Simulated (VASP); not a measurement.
Sn, 4 atoms in the cell. Symmetry: P6_3/mmc, No. 194, hexagonal system. Conventional cell: a = 3.520 Å, b = 3.520 Å, c = 11.629 Å, α = 90.00°, β = 90.00°, γ = 120.00°. Sn (site symmetry -3m) has 12 Sn at 3.52 to 3.55 Å within 4.6 Å. Within 4.6 Å of Sn (site symmetry -6m2) lie 12 Sn at 3.52 to 3.55 Å. This isn't the form of Sn at room conditions, which is tetragonal (white tin).

| Property | Result |
| --- | --- |
| Program | VASP 6.6.1 |
| Task | single point |
| Functional | PBE |
| Potentials or basis | VASP PAW PBE potentials, release 64 (Sn_d) |
| Cutoff | 500 eV |
| k mesh | 12 × 12 × 4 |
| Occupations | fermi-dirac, width 0.1 eV |
| Spin | no spin polarisation |
| Dipole correction | no |
| Further INCAR settings | ALGO = Normal; EDIFF = 1e-06; NBANDS = 36 |

Potentials or basis: VASP PAW PBE potentials, release 64 (Sn_d).

The run is started by

```console
$ cat potpaw_PBE.64/Sn_d/POTCAR > POTCAR
$ mpirun -np 1 vasp_std > vasp.out
```

Hardware: 1 thread of AMD EPYC 7R43 64-Core Processor (Zen 3) (shared host).

Question: Estimate the wall time of this run.

Answer: Run time: 4.6 min on 1 thread of AMD EPYC 7R43 64-Core Processor (Zen 3) (shared host), peak memory 0.31 GiB. Counts: scf iterations 11, k points 57.
